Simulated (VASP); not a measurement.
# W (Im-3m) in VASP: further runs, part 2 of 2

VASP 6.6.1. The steps go on from the part before.

## (4) Single point, PBE (volume scaled by 0.65)

The input, INCAR:

```
  ALGO = Normal
  EDIFF = 1E-7
  ENCUT = 520
  GGA = PE
  ISIF = 2
  ISMEAR = -1
  LASPH = True
  LCHARG = False
  LREAL = False
  LWAVE = False
  NBANDS = 13
  NELM = 80
  PREC = Accurate
  SIGMA = 0.05
```

The input, KPOINTS:

```
k-points
0
Gamma
  19 19 19
```

The input, POSCAR:

```
W
1.0
   -1.3787031332      1.3787031332      1.3787031332
    1.3787031332     -1.3787031332      1.3787031332
    1.3787031332      1.3787031332     -1.3787031332
W
1
Direct
    0.0000000000      0.0000000000      0.0000000000
```

Potentials or basis: VASP PAW PBE potentials, release 64 (W_sv).

Run with:

```
> cat potpaw_PBE.64/W_sv/POTCAR > POTCAR
> mpirun -np 1 vasp_std > vasp.out
```

OUTCAR:

```text
EDIFF = 1E-7
   ENCUT = 520
   GGA = PE
   ISIF = 2
   ISMEAR = -1
   LASPH = True
   LREAL = False
   NELM = 80
   PREC = Accurate

 ion  position               nearest neighbor table
   1  0.000  0.000  0.000-

  LATTYP: Found a body centered cubic cell.
 ALAT       =     2.7574062664

  Lattice vectors:

 A1 = (  -1.3787031332,   1.3787031332,   1.3787031332)
 A2 = (   1.3787031332,  -1.3787031332,   1.3787031332)
 A3 = (   1.3787031332,   1.3787031332,  -1.3787031332)

Analysis of symmetry for initial positions (statically):
=====================================================================
 Subroutine PRICEL returns:
 Original cell was already a primitive cell.

 Routine SETGRP: Setting up the symmetry group for a
 body centered cubic supercell.

 Subroutine GETGRP returns: Found 48 space group operations
 (whereof 48 operations were pure point group operations)
 out of a pool of 48 trial point group operations.

The static configuration has the point symmetry O_h .

Analysis of symmetry for dynamics (positions and initial velocities):
=====================================================================
 Subroutine PRICEL returns:
 Original cell was already a primitive cell.

 Routine SETGRP: Setting up the symmetry group for a
 body centered cubic supercell.

 Subroutine GETGRP returns: Found 48 space group operations
 (whereof 48 operations were pure point group operations)
 out of a pool of 48 trial point group operations.

The dynamic configuration has the point symmetry O_h .

 Subroutine INISYM returns: Found 48 space group operations
 (whereof 48 operations are pure point group operations),
 and found     1 'primitive' translations

----------------------------------------------------------------------------------------

                                     Primitive cell

  volume of cell :      10.4827

  direct lattice vectors                    reciprocal lattice vectors
    -1.378703133  1.378703133  1.378703133     0.000000000  0.362659653  0.362659653
     1.378703133 -1.378703133  1.378703133     0.362659653  0.000000000  0.362659653
     1.378703133  1.378703133 -1.378703133     0.362659653  0.362659653  0.000000000

  length of vectors
     2.387983875  2.387983875  2.387983875     0.512878200  0.512878200  0.512878200

  position of ions in fractional coordinates (direct lattice)
     0.000000000  0.000000000  0.000000000

  ion indices of the primitive-cell ions
   primitive index   ion index
                 1           1

----------------------------------------------------------------------------------------

 KPOINTS: k-points

Automatic generation of k-mesh.
 Grid dimensions read from file:
 generate k-points for:   19   19   19

 Generating k-lattice:

  Cartesian coordinates                     Fractional coordinates (reciprocal lattice)
     0.000000000  0.019087350  0.019087350     0.052631579  0.000000000  0.000000000
     0.019087350  0.000000000  0.019087350     0.000000000  0.052631579  0.000000000
     0.019087350  0.019087350  0.000000000     0.000000000  0.000000000  0.052631579

  Length of vectors
     0.026993589  0.026993589  0.026993589

  Shift w.r.t. Gamma in fractional coordinates (k-lattice)
     0.000000000  0.000000000  0.000000000

 Subroutine IBZKPT returns following result:
 ===========================================

 Found    220 irreducible k-points:

 Following reciprocal coordinates:
            Coordinates               Weight
  0.000000  0.000000  0.000000      1.000000
  0.052632  0.000000  0.000000     12.000000
  0.105263  0.000000  0.000000     12.000000
  0.157895  0.000000  0.000000     12.000000
  0.210526  0.000000  0.000000     12.000000
  0.263158  0.000000  0.000000     12.000000
[... 16 lines left out ...]
  0.263158  0.105263  0.000000     48.000000
  0.315789  0.105263 -0.000000     48.000000
 [... further k-points ...]
   k-points           NKPTS =    220   k-points in BZ     NKDIM =    220   number of bands    NBANDS=     13
   number of dos      NEDOS =    301   number of ions     NIONS =      1
   total plane-waves  NPLWV =   5832
   dimension x,y,z NGX =    18 NGY =   18 NGZ =   18
   dimension x,y,z NGXF=    36 NGYF=   36 NGZF=   36
   ions per type =               1
   NGX,Y,Z   is equivalent  to a cutoff of  12.53, 12.53, 12.53 a.u.
   NGXF,Y,Z  is equivalent  to a cutoff of  25.06, 25.06, 25.06 a.u.
 SYSTEM =  unknown system
   PREC   = accura    normal or accurate (medium, high low for compatibility)
   ISTART =      0    job   : 0-new  1-cont  2-samecut
   ICHARG =      2    charge: 1-file 2-atom 10-const
   ISPIN  =      1    spin polarized calculation?
   LNONCOLLINEAR =      F non collinear calculations
   LSORBIT =      F    spin-orbit coupling
   LASPH  =      T    aspherical Exc in radial PAW
   ENCUT  =  520.0 eV  38.22 Ry    6.18 a.u.   4.44  4.44  4.44*2*pi/ulx,y,z
   NELM   =     80;   NELMIN=  2; NELMDL= -5     # of ELM steps
   EDIFF  = 0.1E-06   stopping-criterion for ELM
   LREAL  =      F    real-space projection
   EDIFFG = 0.1E-05   stopping-criterion for IOM
   NSW    =      0    number of steps for IOM
   IBRION =     -1    ionic relax: 0-MD 1-quasi-New 2-CG
   NFREE  =      0    steps in history (QN), initial steepest desc. (CG)
   ISIF   =      2    stress and relaxation
   ISYM   =      2    0-nonsym 1-usesym 2-fastsym
   POTIM  = 0.5000    time-step for ionic-motion
   TEBEG  =    0.0;   TEEND  =   0.0 temperature during run
   PSTRESS=    0.0 pullay stress
   NELECT =      14.0000    total number of electrons
   NUPDOWN=      -1.0000    fix difference up-down
   EMIN   =  10.00;   EMAX   =-10.00  energy-range for DOS
   EFERMI =   0.00;   METHOD = LEGACY
   ISMEAR =    -1;   SIGMA  =   0.05  broadening in eV -4-tet -1-fermi 0-gaus
   EFERMI_NEDOS =   21; number of points for ismear=-14 and -15
   IALGO  =     38    algorithm
   IMIX   =      4    mixing-type and parameters
     AMIX     =   0.40;   BMIX     =  1.00
     AMIX_MAG =   1.60;   BMIX_MAG =  1.00
  volume/ion in A,a.u.               =      10.48        70.74
  Fermi-wavevector in a.u.,A,eV,Ry     =   1.802852  3.406896 44.222682  3.250275
  Thomas-Fermi vector in A             =   2.863083
   LORBIT       =      0    0 simple, 1 ext, 2 COOP (PROOUT), +10 PAW based schemes
   GGA     = PE    functional components
   LHFCALC =     F    Hartree Fock is set to
   AEXX    =    0.0000 exact exchange contribution
   IVDW    =     0    specifies the selected vdW correction
   LEPSILON=     F    determine dielectric tensor
   LRPA    =     F    only Hartree local field effects (RPA)
 non-spin polarized calculation
  energy-cutoff  :      520.00
  volume of cell :       10.48
 maximum number of plane-waves:       321
 NGX is ok and might be reduce to    18
   NGX =  9   NGY =  9   NGZ =  9

 number of electron      13.9999995 magnetization

 Free energy of the ion-electron system (eV)
  ---------------------------------------------------
  ext. energy  EPLUGINS =         0.00000000
  ---------------------------------------------------
  free energy    TOTEN  =        -9.02714993 eV

  energy without entropy =       -9.02241269  energy(sigma->0) =       -9.02478131

 E-fermi :  18.7833     XC(G=0): -16.1493

 val. band max:       18.7730573149   @ k =   0.3684   0.1579   0.0526
 cond. band min:      18.7919424848   @ k =  -0.1579   0.2105   0.1053
 fundamental gap:      0.0188851699
 Fermi energy:        18.7833494255

 k-point     1 :       0.0000    0.0000    0.0000
  band No.  band energies     occupation
      1     -55.7985      2.00000
      2     -17.9491      2.00000
      3     -17.9491      2.00000
      4     -17.9491      2.00000
      5       7.0406      2.00000
      6      16.2049      2.00000
      7      16.2049      2.00000
      8      16.2049      2.00000
      9      21.6283      0.00000
     10      21.6283      0.00000
     11      33.6719      0.00000
     12      33.6719      0.00000
     13      33.6719      0.00000
[... 353 lines left out ...]
 k-point    24 :       0.3158    0.1053   -0.0000
  band No.  band energies     occupation
      1     -55.1526      2.00000
      2     -21.7330      2.00000
      3     -19.2645      2.00000
      4     -18.2066      2.00000
      5      10.1501      2.00000
      6      12.9338      2.00000
      7      17.7039      2.00000
      8      21.4220      0.00000
      9      23.5081      0.00000
     10      26.8466      0.00000
     11      33.8730      0.00000
     12      38.9135      0.00000
     13      44.9866      0.00000

 [... further k-points ...]

------------------------ aborting loop because EDIFF is reached ----------------------------------------

  FORCE on cell =-STRESS in cart. coord.  units (eV):
  Direction    XX          YY          ZZ          XY          YZ          ZX
  --------------------------------------------------------------------------------------
  -------------------------------------------------------------------------------------
  Total       20.9261250     20.9261250     20.9261250     -0.0000000     -0.0000000     -0.0000000
  in kB     3198.3583243   3198.3583243   3198.3583243     -0.0000000     -0.0000000     -0.0000000
  external PRESSURE =    3198.3583243 kB  Pullay stress =       0.0000000 kB

 VOLUME and BASIS-vectors are now :
 -----------------------------------------------------------------------------
  energy-cutoff  :      520.00
  volume of cell :       10.48
      direct lattice vectors                 reciprocal lattice vectors
    -1.378703133  1.378703133  1.378703133     0.000000000  0.362659653  0.362659653
     1.378703133 -1.378703133  1.378703133     0.362659653  0.000000000  0.362659653
     1.378703133  1.378703133 -1.378703133     0.362659653  0.362659653  0.000000000

 POSITION                                       TOTAL-FORCE (eV/Angst)
 -----------------------------------------------------------------------------------
      0.00000      0.00000      0.00000         0.000000      0.000000      0.000000
 -----------------------------------------------------------------------------------
    total drift:                                0.000000      0.000000      0.000000

  FREE ENERGIE OF THE ION-ELECTRON SYSTEM (eV)
  ---------------------------------------------------
  free  energy   TOTEN  =        -9.0271499280 eV

  energy  without entropy=       -9.0224126902  energy(sigma->0) =       -9.02478131
```

OSZICAR:

```text
N       E                     dE             d eps       ncg     rms          rms(c)
DAV:   1     0.819858059848E+02    0.81986E+02   -0.73194E+03  5836   0.130E+03
DAV:   2    -0.820625991215E+01   -0.90192E+02   -0.86471E+02  6255   0.321E+02
DAV:   3    -0.946244513207E+01   -0.12562E+01   -0.12533E+01  6370   0.364E+01
DAV:   4    -0.946510839255E+01   -0.26633E-02   -0.26632E-02  6640   0.184E+00
DAV:   5    -0.946511900392E+01   -0.10611E-04   -0.10611E-04  6300   0.109E-01    0.451E+01
DAV:   6    -0.916489916335E+01    0.30022E+00   -0.98218E-02  6120   0.465E+00    0.239E+01
DAV:   7    -0.902941278598E+01    0.13549E+00   -0.10237E-01  6360   0.452E+00    0.406E-01
DAV:   8    -0.902714273329E+01    0.22701E-02   -0.39251E-03  5880   0.926E-01    0.979E-02
DAV:   9    -0.902714358226E+01   -0.84897E-06   -0.42228E-05  6930   0.842E-02    0.276E-02
DAV:  10    -0.902715028672E+01   -0.67045E-05   -0.41775E-06  6010   0.273E-02    0.103E-02
DAV:  11    -0.902715001051E+01    0.27621E-06   -0.49773E-08  4520   0.267E-03    0.177E-03
DAV:  12    -0.902714992802E+01    0.82483E-07   -0.26612E-09  3225   0.756E-04
   1 F= -.90271499E+01 E0= -.90247813E+01  d E =-.473724E-02
```

stdout:

```text
POSCAR found type information on POSCAR W
 POSCAR found :  1 types and       1 ions
 scaLAPACK will be used
 LDA part: xc-table for (Slater+PW92), standard interpolation
 POSCAR, INCAR and KPOINTS ok, starting setup
 FFT: planning ... GRIDC
 FFT: planning ... GRID_SOFT
 FFT: planning ... GRID
 WAVECAR not read
 entering main loop
```

Run time: 9.6 s. Hardware: 1 thread of Intel Xeon 6975P-C (Granite Rapids), shared host; peak memory 0.14 GiB.

Results:

| Item | Value |
| --- | --- |
| Free energy | -9.0271 eV |
| Pressure | 319.8 GPa |
| Band gap on the k mesh | zero (band 7 reaches 26.67 eV, above the bottom of band 8 at 16.20 eV) |

Levels at points of the mesh, in eV from the Fermi level:
| k point | band 3 | band 4 | band 5 | band 6 | band 7 | band 8 | band 9 | band 10 | band 11 | band 12 |
| --- | --- | --- | --- | --- | --- | --- | --- | --- | --- | --- |
| (0.00, 0.00, 0.00) | -36.73 | -36.73 | -11.74 | -2.58 | -2.58 | -2.58 | 2.84 | 2.84 | 14.89 | 14.89 |

Caveat: spin-orbit coupling is left out, which moves the levels of the heavy elements.

## (5) Single point, PBE (volume scaled by 0.75)

The input, INCAR:

```
SYSTEM = W
PREC = Accurate
ENCUT = 520
EDIFF = 1E-6
ISMEAR = -1
SIGMA = 0.05
LREAL = .FALSE.
LASPH = .TRUE.
NELM = 80
ALGO = Normal
ISIF = 2
LWAVE = .FALSE.
LCHARG = .FALSE.
GGA = PE
NBANDS = 13
```

The input, KPOINTS:

```
Automatic mesh
0
G
  19 19 19
  0 0 0
```

The input, POSCAR:

```
W
1.0
   -1.4460613930      1.4460613930      1.4460613930
    1.4460613930     -1.4460613930      1.4460613930
    1.4460613930      1.4460613930     -1.4460613930
W
1
Direct
    0.0000000000      0.0000000000      0.0000000000
```

Run with:

```
> cat potpaw_PBE.64/W_sv/POTCAR > POTCAR
> mpirun -np 1 vasp_std > vasp.out
```

It took 10 s on 1 thread of Intel Xeon 6975P-C (Granite Rapids), shared host; peak memory 0.15 GiB.

Results (log left out):

| Item | Value |
| --- | --- |
| Free energy | -11.3671 eV |
| Pressure | 160.5 GPa |
| Band gap on the k mesh | zero (band 7 reaches 22.67 eV, above the bottom of band 8 at 13.97 eV) |

Levels at points of the mesh, in eV from the Fermi level:
```csv
k point,band 3,band 4,band 5,band 6,band 7,band 8,band 9,band 10,band 11,band 12
"(0.00, 0.00, 0.00)",-37.07,-37.07,-11.13,-1.98,-1.98,-1.98,2.72,2.72,14.87,14.87
```

Caveat: spin-orbit coupling is left out, which moves the levels of the heavy elements.

## (6) Single point, PBE (volume scaled by 0.75)

The input, INCAR:

```
  ALGO = Normal
  EDIFF = 1E-7
  ENCUT = 520
  GGA = PE
  ISIF = 2
  ISMEAR = -1
  LASPH = True
  LCHARG = True
  LELF = True
  LREAL = False
  LVHAR = True
  LWAVE = False
  NBANDS = 13
  NELM = 100
  PREC = Accurate
  SIGMA = 0.05
```

The input, KPOINTS:

```
k-points
0
Gamma
  19 19 19
```

POSCAR is that of step 5.

Potentials or basis: VASP PAW PBE potentials, release 64 (W_sv).

Run with:

```
> cat potpaw_PBE.64/W_sv/POTCAR > POTCAR
> mpirun -np 1 vasp_std > vasp.out
```

It took 12 s on 1 thread of Intel Xeon 6975P-C (Granite Rapids), shared host; peak memory 0.15 GiB.

It converged, with:

```
Free energy            : -11.3671 eV
Pressure               : 160.5 GPa
Band gap on the k mesh : zero (band 7 reaches 22.67 eV, above the bottom of band 8 at 13.97 eV)
```

Levels at points of the mesh, in eV from the Fermi level:
| k point | band 3 | band 4 | band 5 | band 6 | band 7 | band 8 | band 9 | band 10 | band 11 | band 12 |
| --- | --- | --- | --- | --- | --- | --- | --- | --- | --- | --- |
| (0.00, 0.00, 0.00) | -37.07 | -37.07 | -11.13 | -1.98 | -1.98 | -1.98 | 2.72 | 2.72 | 14.87 | 14.87 |

Caveat: spin-orbit coupling is left out, which moves the levels of the heavy elements.
